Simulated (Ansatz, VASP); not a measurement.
# CuI: VASP beside Ansatz

File POSCAR:

```
CuI
1.0
    0.0000000000      2.8561104037      2.8561104037
    2.8561104037      0.0000000000      2.8561104037
    2.8561104037      2.8561104037      0.0000000000
Cu I
1 1
Direct
    0.0000000000      0.0000000000      0.0000000000
    0.5000000000      0.5000000000      0.5000000000
```

File INCAR.step1:

```
SYSTEM = CuI
  ALGO = Normal
  EDIFF = 1E-5
  ENCUT = 520
  GGA = PE
  ISIF = 2
  ISMEAR = -1
  LASPH = .True.
  LCHARG = .False.
  LREAL = .False.
  LWAVE = .True.
  NBANDS = 16
  NELM = 80
  PREC = Accurate
  SIGMA = 0.02
```

The input INCAR.step2:

```
SYSTEM = CuI
  ALGO = Normal
  EDIFF = 1E-6
  ENCUT = 520
  GGA = PE
  HFSCREEN = 0.2079
  ISIF = 2
  ISMEAR = -1
  ISTART = 1
  LASPH = .True.
  LCHARG = .False.
  LHFCALC = .True.
  LREAL = .False.
  LWAVE = .False.
  NBANDS = 16
  NELM = 80
  PREC = Accurate
  PRECFOCK = Normal
  SIGMA = 0.02
```

KPOINTS

```
k-points
0
Gamma
  4 4 4
  0 0 0
```

Input for Ansatz:

```yaml
crystal:
  lattice:
    - [0.0, 2.8561104037, 2.8561104037]
    - [2.8561104037, 0.0, 2.8561104037]
    - [2.8561104037, 2.8561104037, 0.0]
  atoms:
    - { symbol: Cu, position: [0.0, 0.0, 0.0] }
    - { symbol: I, position: [0.5, 0.5, 0.5] }
kpoints:
  mp_grid: { grid: [4, 4, 4] }
hamiltonian:
  xc: hse06
scf:
  occupations: { method: fermi_dirac, width: 0.02 }
  n_extra_bands: 4
  max_iter: 71
output:
  forces: true
  stress: true
  eigenvalues: true
basis:
  ecutrho_ratio: 12
```

Alike in both runs: task single point; functional HSE06; k mesh 4 × 4 × 4; occupations fermi-dirac, width 0.02 eV; no spin polarisation.

|  | VASP | Ansatz |
| --- | --- | --- |
| version | VASP 6.6.1 | Ansatz 0.2.0 |
| potentials or method | VASP PAW PBE potentials, release 64 (Cu, I) | plane waves |
| plane-wave cutoff (eV) | 520 | 420 |
| valence electrons in the cell | 18 | 36 |

```csv
,VASP,Ansatz,Ansatz less VASP
gap on the k mesh at the Fermi level (eV),0.91,0.94,+0.036
pressure (GPa),1.6,1.9,+0.30
```

VASP's potentials hold 18 valence electrons a cell and Ansatz's 36, so a difference there can come from the potentials and not from the codes. Ansatz's warnings: stress exchange threshold loose, stress scf threshold loose.

The k mesh is coarse, so the values compare programs but aren't converged. Neither program's run includes spin-orbit coupling.
